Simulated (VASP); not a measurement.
# TaN in VASP: further runs

The runs below take TaN through single point, with PBE.

Everything below comes from runs of VASP 6.6.1. Logs are shortened: lines on timing, memory, paths and dates and some standing lists are left out, and cuts for length are marked.

## (1) The cell of the first run

It takes space group Fmm2 (No. 42, orthorhombic). The conventional cell has a = 4.210 Å, b = 4.519 Å, c = 4.519 Å, α = 90.00°, β = 90.00°, γ = 90.00°. Ta (site symmetry mm2) has 6 N at 2.11 to 2.36 Å within 2.8 Å. N (site symmetry mm2) has 6 Ta at 2.11 to 2.36 Å within 2.8 Å.

## (2) Single point, PBE (atoms displaced along a vibrational mode, the cell strained)

Input file INCAR:

```
SYSTEM = TaN
PREC = Accurate
ENCUT = 520
EDIFF = 1E-7
ISMEAR = 0
SIGMA = 0.15
LREAL = .FALSE.
LASPH = .TRUE.
NELM = 100
ALGO = Normal
ISIF = 2
LWAVE = .FALSE.
LCHARG = .FALSE.
GGA = PE
NBANDS = 15
```

Input file KPOINTS:

```
regular mesh
0
G
  18 18 18
  0 0 0
```

Input file POSCAR:

```
TaN
1.0
    0.0000000000      2.2596716781      2.1049934145
    2.2596716781      0.0000000000      2.1049934145
    2.2596716781      2.2596716781      0.0000000000
Ta N
1 1
Direct
    0.4984171920      0.5015828080      0.5015828080
    0.0204473300     -0.0204473300     -0.0204473300
```

Potentials or basis: VASP PAW PBE potentials, release 64 (Ta_pv, N).

Launch:

```sh
cat potpaw_PBE.64/Ta_pv/POTCAR potpaw_PBE.64/N/POTCAR > POTCAR
mpirun -np 1 vasp_std > vasp.out
```

OUTCAR:

```text
SYSTEM = TaN
   PREC = Accurate
   ENCUT = 520
   EDIFF = 1E-7
   ISMEAR = 0
   LREAL = .FALSE.
   LASPH = .TRUE.
   NELM = 100
   ISIF = 2
   GGA = PE

 ion  position               nearest neighbor table
   1  0.498  0.502  0.502-   2 2.11   2 2.11   2 2.16   2 2.26   2 2.26   2 2.36
   2  0.020  0.980  0.980-   1 2.11   1 2.11   1 2.16   1 2.26   1 2.26   1 2.36

  LATTYP: Found a body centered tetragonal cell.
 ALAT       =     3.1956583337
 C/A-ratio  =     1.3174083051

  Lattice vectors:

 A1 = (   0.0000000000,  -2.2596716781,  -2.1049934145)
 A2 = (   0.0000000000,   2.2596716781,  -2.1049934145)
 A3 = (   2.2596716781,   0.0000000000,   2.1049934145)

Analysis of symmetry for initial positions (statically):
=====================================================================
 Subroutine PRICEL returns:
 Original cell was already a primitive cell.

 Routine SETGRP: Setting up the symmetry group for a
 body centered tetragonal supercell.

 Subroutine GETGRP returns: Found  4 space group operations
 (whereof  4 operations were pure point group operations)
 out of a pool of 16 trial point group operations.

The static configuration has the point symmetry C_2v.

Analysis of symmetry for dynamics (positions and initial velocities):
=====================================================================
 Subroutine PRICEL returns:
 Original cell was already a primitive cell.

 Routine SETGRP: Setting up the symmetry group for a
 body centered tetragonal supercell.

 Subroutine GETGRP returns: Found  4 space group operations
 (whereof  4 operations were pure point group operations)
 out of a pool of 16 trial point group operations.

The dynamic configuration has the point symmetry C_2v.

 Subroutine INISYM returns: Found  4 space group operations
 (whereof  4 operations are pure point group operations),
 and found     1 'primitive' translations

----------------------------------------------------------------------------------------

                                     Primitive cell

  volume of cell :      21.4967

  direct lattice vectors                    reciprocal lattice vectors
     0.000000000  2.259671678  2.104993414    -0.221271083  0.221271083  0.237530434
     2.259671678  0.000000000  2.104993414     0.221271083 -0.221271083  0.237530434
     2.259671678  2.259671678  0.000000000     0.221271083  0.221271083 -0.237530434

  length of vectors
     3.088221716  3.088221716  3.195658334     0.392864470  0.392864470  0.392864470

  position of ions in fractional coordinates (direct lattice)
     0.498417192  0.501582808  0.501582808
     0.020447330  0.979552670  0.979552670

  ion indices of the primitive-cell ions
   primitive index   ion index
                 1           1
                 2           2

----------------------------------------------------------------------------------------

 KPOINTS: regular mesh

Automatic generation of k-mesh.
 Grid dimensions read from file:
 generate k-points for:   18   18   18

 Generating k-lattice:

  Cartesian coordinates                     Fractional coordinates (reciprocal lattice)
    -0.012292838  0.012292838  0.013196135     0.055555556 -0.000000000  0.000000000
     0.012292838 -0.012292838  0.013196135    -0.000000000  0.055555556  0.000000000
     0.012292838  0.012292838 -0.013196135     0.000000000  0.000000000  0.055555556

  Length of vectors
     0.021825804  0.021825804  0.021825804

  Shift w.r.t. Gamma in fractional coordinates (k-lattice)
     0.000000000  0.000000000  0.000000000

 Subroutine IBZKPT returns following result:
 ===========================================

 Found    865 irreducible k-points:

 Following reciprocal coordinates:
            Coordinates               Weight
  0.000000  0.000000  0.000000      1.000000
  0.055556  0.000000  0.000000      8.000000
  0.111111  0.000000  0.000000      8.000000
  0.166667 -0.000000  0.000000      8.000000
  0.222222 -0.000000  0.000000      8.000000
  0.277778 -0.000000  0.000000      8.000000
[... 16 lines left out ...]
[... 50 lines left out ...]
  band No.  band energies     occupation
      1     -26.4437      2.00000
      2     -26.3646      2.00000
      3     -26.3325      2.00000
      4      -9.0870      2.00000
      5       4.0462      2.00000
      6       4.5840      2.00000
      7       4.9060      2.00000
      8       7.5183      2.00000
      9       7.8365      2.00000
     10       8.2198      2.00000
     11      10.1094      0.00000
     12      10.3518      0.00000
     13      12.8613      0.00000
     14      19.7348      0.00000
     15      21.8212      0.00000

 k-point     4 :       0.1667   -0.0000    0.0000
  band No.  band energies     occupation
      1     -26.5584      2.00000
      2     -26.3813      2.00000
      3     -26.3386      2.00000
      4      -8.7461      2.00000
      5       3.1319      2.00000
      6       3.9487      2.00000
      7       4.2419      2.00000
      8       7.9146      2.00000
      9       8.2170      2.00000
     10       8.4611      2.00000
     11      11.0907      0.00000
     12      11.3019      0.00000
     13      13.7473      0.00000
     14      20.6531      0.00000
     15      21.8207      0.00000
[... 307 lines left out ...]
 k-point    22 :      -0.3333    0.0556    0.0000
  band No.  band energies     occupation
      1     -26.9922      2.00000
      2     -26.4428      2.00000
      3     -26.3890      2.00000
      4      -7.2477      2.00000
      5       0.2831      2.00000
      6       2.2628      2.00000
      7       2.6819      2.00000
      8       9.4237      0.72878
      9      10.0288      0.00000
     10      10.6549      0.00000
     11      14.1267      0.00000
     12      15.0918      0.00000
     13      15.6698      0.00000
     14      20.8319      0.00000
     15      21.8387      0.00000

 k-point    23 :      -0.2778    0.0556    0.0000
  band No.  band energies     occupation
      1     -26.8686      2.00000
      2     -26.4214      2.00000
      3     -26.3845      2.00000
      4      -7.7258      2.00000
      5       1.0085      2.00000
      6       2.6140      2.00000
      7       3.1593      2.00000
      8       8.7882      2.00000
      9       9.2932      1.62283
     10      10.1685      0.00000
     11      13.7051      0.00000
     12      14.1623      0.00000
     13      14.8568      0.00000
     14      21.4023      0.00000
     15      21.8470      0.00000

 k-point    24 :      -0.2222    0.0556    0.0000
  band No.  band energies     occupation
      1     -26.7305      2.00000
      2     -26.3994      2.00000
      3     -26.3771      2.00000
      4      -8.2031      2.00000
      5       1.8293      2.00000
      6       3.0727      2.00000
      7       3.7128      2.00000
      8       8.2502      2.00000
      9       8.6808      2.00000
     10       9.6331      0.02030
     11      12.8351      0.00000
     12      13.1497      0.00000
     13      14.0320      0.00000
     14      21.6937      0.00000
     15      21.8443      0.00000

 [... further k-points ...]

------------------------ aborting loop because EDIFF is reached ----------------------------------------

  FORCE on cell =-STRESS in cart. coord.  units (eV):
  Direction    XX          YY          ZZ          XY          YZ          ZX
  --------------------------------------------------------------------------------------
  -------------------------------------------------------------------------------------
  Total       -0.6863802     -1.2319887      4.7530257      0.0000000      0.0000000      0.0000000
  in kB      -51.1568618    -91.8218159    354.2495655      0.0000000      0.0000000      0.0000000
  external PRESSURE =      70.4236293 kB  Pullay stress =       0.0000000 kB

 VOLUME and BASIS-vectors are now :
 -----------------------------------------------------------------------------
  energy-cutoff  :      520.00
  volume of cell :       21.50
      direct lattice vectors                 reciprocal lattice vectors
     0.000000000  2.259671678  2.104993414    -0.221271083  0.221271083  0.237530434
     2.259671678  0.000000000  2.104993414     0.221271083 -0.221271083  0.237530434
     2.259671678  2.259671678  0.000000000     0.221271083  0.221271083 -0.237530434

 POSITION                                       TOTAL-FORCE (eV/Angst)
 -----------------------------------------------------------------------------------
      2.26682      2.25967      2.10499        -0.432372      0.000000      0.000000
      4.42693      2.25967      2.10499         0.432372      0.000000      0.000000
 -----------------------------------------------------------------------------------
    total drift:                               -0.000086     -0.000000      0.000000

  FREE ENERGIE OF THE ION-ELECTRON SYSTEM (eV)
  ---------------------------------------------------
  free  energy   TOTEN  =       -21.6717288952 eV

  energy  without entropy=      -21.6618469266  energy(sigma->0) =      -21.66678791
```

Wall time 2 min (1 thread of AMD EPYC 9R45 (Zen 5), shared host); peak memory 0.35 GiB.

What came out:

```yaml
Free_energy: -21.6717 eV
Pressure: 7.0 GPa
Largest_force: 0.432 eV/Å
Band_gap_on_the_k_mesh: zero (bands 8 and 9 overlap by 3.44 eV)
```

Forces in eV/Å, atoms in the order of the input:
```
Ta  -0.432  0.000  0.000
N    0.432  0.000  0.000
```

Stress tensor (GPa, compression positive):
```
-5.12  0.00  0.00
 0.00 -9.18  0.00
 0.00  0.00 35.42
```

Caveat: the cell differs from its parent crystal (atoms displaced along a vibrational mode, the cell strained); the stress differs along the axes, from -9 to 35 GPa; spin-orbit coupling is left out, which moves the levels of the heavy elements.

## (3) Single point, PBE (atoms displaced along a vibrational mode, the cell strained)

Input file INCAR:

```
PREC = Accurate
ENCUT = 700
EDIFF = 1E-6
ISMEAR = 0
SIGMA = 0.15
LREAL = F
LASPH = T
NELM = 120
ALGO = Normal
ISIF = 2
LWAVE = F
LCHARG = F
GGA = PE
NBANDS = 16
GGA_COMPAT = F
```

Input file KPOINTS:

```
Automatic mesh
0
Gamma
  18 18 18
```

Input file POSCAR:

```
TaN
1.0
    0.0000000000      2.2853961859      2.0535443989
    2.2853961859      0.0000000000      2.0535443989
    2.2853961859      2.2853961859      0.0000000000
Ta N
1 1
Direct
    0.4984171920      0.5015828080      0.5015828080
    0.0204473300     -0.0204473300     -0.0204473300
```

Potentials or basis: VASP PAW PBE potentials, release 64 (Ta_sv_GW, N).

Launch:

```sh
cat potpaw_PBE.64/Ta_sv_GW/POTCAR potpaw_PBE.64/N/POTCAR > POTCAR
mpirun -np 1 vasp_std > vasp.out
```

It took 4.1 min on 1 thread of Intel Xeon Platinum 8488C (Sapphire Rapids), shared host; peak memory 0.59 GiB.

Results (log left out):

| Item | Value |
| --- | --- |
| Free energy | -24.0269 eV |
| Pressure | 12.5 GPa |
| Largest force | 0.269 eV/Å |
| Band gap on the k mesh | zero (bands 9 and 10 overlap by 3.40 eV) |

Forces on the atoms (eV/Å):
```
Ta  -0.269  0.000  0.000
N    0.269  0.000  0.000
```

Stress tensor (GPa, compression positive):
```
 -8.26   0.00   0.00
  0.00 -11.66   0.00
  0.00   0.00  57.54
```

Levels at points of the mesh, in eV from the Fermi level:
| k point | band 6 | band 7 | band 8 | band 9 | band 10 | band 11 | band 12 | band 13 |
| --- | --- | --- | --- | --- | --- | --- | --- | --- |
| (0.00, 0.00, 0.00) | -4.17 | -4.03 | -3.82 | -2.33 | -1.85 | -0.99 | -0.85 | -0.33 |
| (0.50, 0.00, 0.00) | -10.24 | -7.59 | -7.56 | 1.43 | 2.41 | 2.48 | 3.65 | 6.40 |
| (0.50, 0.50, 0.00) | -5.95 | -5.72 | -4.96 | -4.41 | 2.37 | 3.51 | 3.52 | 4.56 |
| (0.50, 0.00, 0.50) | -6.91 | -5.64 | -4.67 | -3.58 | 1.55 | 2.92 | 4.05 | 4.95 |
| (0.00, 0.50, 0.50) | -6.89 | -5.19 | -4.59 | -4.08 | 1.48 | 2.92 | 4.05 | 4.71 |

Caveat: the cell differs from its parent crystal (atoms displaced along a vibrational mode, the cell strained); the stress differs along the axes, from -12 to 58 GPa; spin-orbit coupling is left out, which moves the levels of the heavy elements.

## (4) Single point, PBE

This run uses another cell than the first one, of the same volume but with other edges.

Input file INCAR:

```
SYSTEM = TaN
  ALGO = Normal
  EDIFF = 1E-6
  ENCUT = 520
  GGA = PE
  ISIF = 2
  ISMEAR = 0
  LASPH = .True.
  LCHARG = .True.
  LELF = .True.
  LREAL = .False.
  LVHAR = .True.
  LWAVE = .False.
  NBANDS = 15
  NELM = 100
  PREC = Accurate
  SIGMA = 0.15
```

Input file KPOINTS:

```
k-points
0
Gamma
  18 18 18
  0 0 0
```

Input file POSCAR:

```
TaN
1.0
    0.0000000000      2.1308283279      2.3626801149
    2.1308283279      0.0000000000      2.3626801149
    2.1308283279      2.1308283279      0.0000000000
Ta N
1 1
Direct
    0.5000000000      0.5000000000      0.5000000000
    0.0000000000      0.0000000000      0.0000000000
```

Potentials or basis: VASP PAW PBE potentials, release 64 (Ta_pv, N).

Launch:

```sh
cat potpaw_PBE.64/Ta_pv/POTCAR potpaw_PBE.64/N/POTCAR > POTCAR
mpirun -np 1 vasp_std > vasp.out
```

Run time: 2.1 min. Hardware: 1 thread of Intel Xeon 8259CL, shared host; peak memory 0.27 GiB.

The run converged. Its results:

* Free energy: -21.6239 eV
* Pressure: 10.8 GPa
* Band gap on the k mesh: zero (bands 8 and 9 overlap by 3.51 eV)

Stress tensor (GPa, compression positive):
```
 23.67   0.00   0.00
  0.00  23.67   0.00
  0.00   0.00 -14.90
```

Levels at points of the mesh, in eV from the Fermi level:
```csv
k point,band 5,band 6,band 7,band 8,band 9,band 10,band 11,band 12
"(0.00, 0.00, 0.00)",-3.97,-3.62,-3.62,-2.81,-1.55,-1.51,-1.51,0.83
"(0.50, 0.00, 0.00)",-10.26,-7.59,-7.54,1.76,2.09,2.51,3.73,5.83
"(0.50, 0.50, 0.00)",-7.15,-5.25,-4.24,-4.24,2.17,3.49,3.49,4.27
"(0.50, 0.00, 0.50)",-6.19,-5.32,-4.81,-4.54,1.68,2.75,4.30,5.26
```

Caveat: the stress differs along the axes, from -15 to 24 GPa; spin-orbit coupling is left out, which moves the levels of the heavy elements.

## (5) Single point, PBE

This run uses another cell than the first one, of 10.73 Å³/atom.

Input file INCAR:

```
SYSTEM = TaN
ALGO = Normal ; EDIFF = 1E-7
ENCUT = 520 ; GGA = PE
ISIF = 2 ; ISMEAR = 0
LASPH = .True. ; LCHARG = .False.
LREAL = .False. ; LWAVE = .False.
NBANDS = 15 ; NELM = 100
PREC = Accurate ; SIGMA = 0.15
```

KPOINTS is that of step 4.

Input file POSCAR:

```
TaN
1.0
    0.0000000000      2.2853961859      2.0535443989
    2.2853961859      0.0000000000      2.0535443989
    2.2853961859      2.2853961859      0.0000000000
Ta N
1 1
Direct
    0.5000000000      0.5000000000      0.5000000000
    0.0000000000      0.0000000000      0.0000000000
```

Launch:

```sh
cat potpaw_PBE.64/Ta_pv/POTCAR potpaw_PBE.64/N/POTCAR > POTCAR
mpirun -np 1 vasp_std > vasp.out
```

Wall time 1.9 min (1 thread of Intel Xeon 8259CL, shared host); peak memory 0.27 GiB.

The run converged. Its results:

| Item | Value |
| --- | --- |
| Free energy | -21.5039 eV |
| Pressure | 12.5 GPa |
| Band gap on the k mesh | zero (bands 8 and 9 overlap by 3.90 eV) |

Stress tensor (GPa, compression positive):
```
-11.07   0.00   0.00
  0.00 -11.07   0.00
  0.00   0.00  59.71
```

Levels at points of the mesh, in eV from the Fermi level:
```
           k point  band 6  band 7  band 8  band 9  band 10  band 11
(0.00, 0.00, 0.00)   -3.95   -3.38   -2.37   -2.37    -1.15    -0.91
(0.50, 0.00, 0.00)   -7.63   -7.61    1.40    2.44     2.54     3.72
(0.50, 0.50, 0.00)   -5.51   -4.95   -4.95    2.29     3.49     3.49
(0.50, 0.00, 0.50)   -5.22   -4.61   -4.09    1.44     2.89     4.02
```

Caveat: the stress differs along the axes, from -11 to 60 GPa; spin-orbit coupling is left out, which moves the levels of the heavy elements.

## (6) Single point, PBE

Input file INCAR:

```
SYSTEM = TaN
PREC     = Accurate       ! precision mode
ENCUT    = 520            ! plane-wave cutoff, eV
EDIFF    = 1E-7           ! SCF threshold, eV
ISMEAR   = 0              ! smearing method
SIGMA    = 0.15           ! smearing width, eV
LREAL    = .FALSE.        ! projectors in reciprocal space
LASPH    = .TRUE.         ! aspherical terms in the spheres
NELM     = 80             ! most SCF steps
ALGO     = Normal         ! electronic algorithm
ISIF     = 2              ! what is computed and relaxed
LWAVE    = .FALSE.        ! write WAVECAR
LCHARG   = .TRUE.         ! write CHGCAR
GGA      = PE             ! functional
LELF     = .TRUE.         ! ELF
LVHAR    = .TRUE.       
NBANDS   = 15             ! bands
```

Input file KPOINTS:

```
Automatic mesh
0
G
  18 18 18
  0 0 0
```

Input file POSCAR:

```
TaN
1.0
    0.0000000000      2.2596716781      2.1049934145
    2.2596716781      0.0000000000      2.1049934145
    2.2596716781      2.2596716781      0.0000000000
Ta N
1 1
Direct
    0.5000000000      0.5000000000      0.5000000000
    0.0000000000      0.0000000000      0.0000000000
```

Potentials or basis: VASP PAW PBE potentials, release 64 (Ta_pv, N).

Launch:

```sh
cat potpaw_PBE.64/Ta_pv/POTCAR potpaw_PBE.64/N/POTCAR > POTCAR
mpirun -np 1 vasp_std > vasp.out
```

Wall time 2.4 min (1 thread of Intel Xeon 8259CL, shared host); peak memory 0.27 GiB.

It converged, with:

| Item | Value |
| --- | --- |
| Free energy | -21.6914 eV |
| Pressure | 5.9 GPa |
| Band gap on the k mesh | zero (bands 8 and 9 overlap by 3.91 eV) |

Stress tensor (GPa, compression positive):
```
-9.10  0.00  0.00
 0.00 -9.10  0.00
 0.00  0.00 35.86
```

Levels at points of the mesh, in eV from the Fermi level:
| k point | band 6 | band 7 | band 8 | band 9 | band 10 | band 11 |
| --- | --- | --- | --- | --- | --- | --- |
| (0.00, 0.00, 0.00) | -3.90 | -3.56 | -2.30 | -2.30 | -1.48 | -0.42 |
| (0.50, 0.00, 0.00) | -7.55 | -7.55 | 1.54 | 2.18 | 2.24 | 3.74 |
| (0.50, 0.50, 0.00) | -5.47 | -4.85 | -4.85 | 2.18 | 3.48 | 3.48 |
| (0.50, 0.00, 0.50) | -5.30 | -4.62 | -4.31 | 1.74 | 3.05 | 3.86 |

Caveat: the stress differs along the axes, from -9 to 36 GPa; spin-orbit coupling is left out, which moves the levels of the heavy elements.

## (7) The runs side by side

| potentials or basis | cell | cutoff (eV) | gap on the mesh (eV) | pressure (GPa) | largest force (eV/Å) |
| --- | --- | --- | --- | --- | --- |
| VASP PAW PBE potentials, release 64 (Ta_pv, N) | a = 3.088, b = 3.088, c = 3.196 Å, angles 58.8, 58.8, 62.3°, 2 atoms, atomic positions A | 520 | none | 7.0 | 0.43 |
| VASP PAW PBE potentials, release 64 (Ta_sv_GW, N) | a = 3.072, b = 3.072, c = 3.232 Å, angles 58.3, 58.3, 63.5°, 2 atoms, atomic positions A | 700 | none | 12.5 | 0.27 |
| VASP PAW PBE potentials, release 64 (Ta_pv, N) | a = 3.182, b = 3.182, c = 3.013 Å, angles 61.7, 61.7, 56.5°, 2 atoms, atomic positions B | 520 | none | 10.8 | - |
| VASP PAW PBE potentials, release 64 (Ta_pv, N) | a = 3.072, b = 3.072, c = 3.232 Å, angles 58.3, 58.3, 63.5°, 2 atoms, atomic positions B | 520 | none | 12.5 | - |
| VASP PAW PBE potentials, release 64 (Ta_pv, N) | a = 3.088, b = 3.088, c = 3.196 Å, angles 58.8, 58.8, 62.3°, 2 atoms, atomic positions B | 520 | none | 5.9 | - |

Alike in all rows: task single point; level PBE; no spin polarisation; k mesh 18 × 18 × 18; smearing gaussian 0.15 eV.

Caveats: spin-orbit coupling is left out, which moves the levels of the heavy elements; the stress differs along the axes, from -9 to 35 GPa (at least some runs); the stress differs along the axes, from -12 to 58 GPa (at least some runs); the stress differs along the axes, from -15 to 24 GPa (at least some runs); the stress differs along the axes, from -11 to 60 GPa (at least some runs); the stress differs along the axes, from -9 to 36 GPa (at least some runs).

Absolute energies hang on the potentials; compare differences alone.
